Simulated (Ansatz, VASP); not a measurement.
# One calculation of RuPtC6N6, two programs

The input INCAR:

```
SYSTEM = RuPtC6N6
  PREC = Accurate
  ENCUT = 520
  EDIFF = 1E-6
  ISMEAR = 0
  SIGMA = 0.1
  LREAL = .FALSE.
  LASPH = .TRUE.
  NELM = 150
  ALGO = Normal
  ISIF = 2
  LWAVE = .FALSE.
  LCHARG = .FALSE.
  ISPIN = 2
  MAGMOM = 1 0 0 0 0 0 0 0 0 0 0 0 0 0
  LORBIT = 11
  LMAXMIX = 4
  GGA = PE
  NBANDS = 56
```

File KPOINTS:

```
regular mesh
0
G
  4 4 4
  0 0 0
```

The input POSCAR:

```
RuPtC6N6
1.0
    0.0000000000      5.0735000000      5.0735000000
    5.0735000000      0.0000000000      5.0735000000
    5.0735000000      5.0735000000      0.0000000000
Ru Pt C N
1 1 6 6
Direct
    0.0000000000      0.0000000000      0.0000000000
    0.5000000000      0.5000000000      0.5000000000
    0.8131467400      0.1868532600      0.1868532600
    0.1868532600      0.8131467400      0.1868532600
    0.1868532600      0.1868532600      0.8131467400
    0.1868532600      0.8131467400      0.8131467400
    0.8131467400      0.1868532600      0.8131467400
    0.8131467400      0.8131467400      0.1868532600
    0.6978417300      0.3021582700      0.3021582700
    0.3021582700      0.6978417300      0.3021582700
    0.3021582700      0.3021582700      0.6978417300
    0.3021582700      0.6978417300      0.6978417300
    0.6978417300      0.3021582700      0.6978417300
    0.6978417300      0.6978417300      0.3021582700
```

Input for Ansatz:

```yaml
crystal:
  lattice:
    - [0.0, 5.0735, 5.0735]
    - [5.0735, 0.0, 5.0735]
    - [5.0735, 5.0735, 0.0]
  atoms:
    - { symbol: Ru, position: [0.0, 0.0, 0.0], spin: 1.0 }
    - { symbol: Pt, position: [0.5, 0.5, 0.5] }
    - { symbol: C, position: [0.81314674, 0.18685326, 0.18685326] }
    - { symbol: C, position: [0.18685326, 0.81314674, 0.18685326] }
    - { symbol: C, position: [0.18685326, 0.18685326, 0.81314674] }
    - { symbol: C, position: [0.18685326, 0.81314674, 0.81314674] }
    - { symbol: C, position: [0.81314674, 0.18685326, 0.81314674] }
    - { symbol: C, position: [0.81314674, 0.81314674, 0.18685326] }
    - { symbol: "N", position: [0.69784173, 0.30215827, 0.30215827] }
    - { symbol: "N", position: [0.30215827, 0.69784173, 0.30215827] }
    - { symbol: "N", position: [0.30215827, 0.30215827, 0.69784173] }
    - { symbol: "N", position: [0.30215827, 0.69784173, 0.69784173] }
    - { symbol: "N", position: [0.69784173, 0.30215827, 0.69784173] }
    - { symbol: "N", position: [0.69784173, 0.69784173, 0.30215827] }
basis:
  ecutwfc: 420
kpoints:
  mp_grid: { grid: [4, 4, 4] }
hamiltonian:
  xc: pbe
scf:
  occupations: { method: gaussian, width: 0.1 }
  lower_state_search: "off"
output:
  forces: true
  stress: true
  eigenvalues: true
  populations: true
magnetization:
  spin_polarized: true
```

Alike in both runs: task single point; functional PBE; k mesh 4 × 4 × 4; occupations gaussian, width 0.1 eV; collinear spin.

|  | VASP | Ansatz |
| --- | --- | --- |
| version | VASP 6.6.1 | Ansatz 0.2.0 |
| potentials or method | VASP PAW PBE potentials, release 64 (Ru_pv, Pt, C, N), cutoff 520 eV | scalar-relativistic, plane waves, PAW |
| valence electrons in the cell | 78 | 88 |

```tsv
	VASP	Ansatz	Ansatz less VASP
gap on the k mesh at the Fermi level (eV)	2.14	2.17	+0.024
least direct gap on the mesh (eV)	2.14	2.17	+0.024
pressure (GPa)	5.4	5.1	-0.26
rms of the force components (eV/Å)	1.040	1.140	+0.0999
net moment per atom (μB)	0.00	0.00	0.000
```

Atom by atom the forces differ by 0.196 eV/Å (rms over components). The functional is the same, so the differences come from potentials, cutoffs and numerics. VASP's potentials hold 78 valence electrons a cell and Ansatz's 88, so a difference there can come from the potentials and not from the codes. Ansatz's warnings: seeded moment not kept.

Neither program's run includes spin-orbit coupling. Noted on VASP's run: the standard files for N, O and F lose accuracy on very short bonds.
